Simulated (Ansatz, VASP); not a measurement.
**Two plane-wave programs on Al3P2**

```
Al P
1.0
     1.80481    1.04201    7.68472
    -1.80481    1.04201    7.68472
     0.00000   -2.08402    7.68472
Al P
3 2
Direct
  0.00000 0.00000 0.00000
  0.21090 0.21090 0.21090
  0.78910 0.78910 0.78910
  0.39744 0.39744 0.39744
  0.60256 0.60256 0.60256
```

Change from the starting cell: species swapped into the Bi2Se3 type (R-3m, No. 166).

Alike in both runs: functional PBE; k mesh 6 × 6 × 6; occupations gaussian, width 0.1 eV; no spin polarisation.

Ansatz relaxed the structure, and its values are those at the end. VASP's run is a single point on that final structure, the one shown.

|  | VASP | Ansatz |
| --- | --- | --- |
| version | VASP 6.6.1 | Ansatz 0.2.0 |
| potentials or method | VASP PAW PBE potentials, release 64 (Al, P), cutoff 520 eV | scalar-relativistic, plane waves, PAW |
| valence electrons in the cell | 19 | 19 |

|  | VASP | Ansatz | Ansatz less VASP |
| --- | --- | --- | --- |
| gap on the k mesh at the Fermi level (eV) | none | none | - |
| pressure (GPa) | 0.0 | 0.1 | +0.06 |

A gap of «none» marks a metal or a gap that the smearing closes. The functional is the same, so the differences come from potentials, cutoffs and numerics.
